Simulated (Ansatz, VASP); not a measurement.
**AlRu: VASP beside Ansatz**

```
Al Ru
1.0
     3.07591    0.00000    0.00000
     0.00000    3.07591    0.00000
     0.00000    0.00000    2.82984
Al Ru
1 1
Direct
  0.00000 0.00000 0.00000
  0.50000 0.50000 0.50000
```

Alike in both runs: task single point; functional PBE; k mesh 18 × 18 × 18; occupations gaussian, width 0.15 eV; no spin polarisation.

```csv
,VASP,Ansatz
version,VASP 6.6.1,Ansatz 0.2.0
potentials or method,"VASP PAW PBE potentials, release 64 (Al, Ru_pv), cutoff 520 eV","scalar-relativistic, plane waves, PAW"
valence electrons in the cell,17,19
```

```tsv
	VASP	Ansatz	Ansatz less VASP
gap on the k mesh at the Fermi level (eV)	none	none	-
pressure (GPa)	3.4	3.4	+0.04
traceless stress, the component that is largest in VASP (GPa)	10.96	10.95	-0.011
```

A gap of «none» marks a metal or a gap that the smearing closes. VASP's potentials hold 17 valence electrons a cell and Ansatz's 19, so a difference there can come from the potentials and not from the codes.
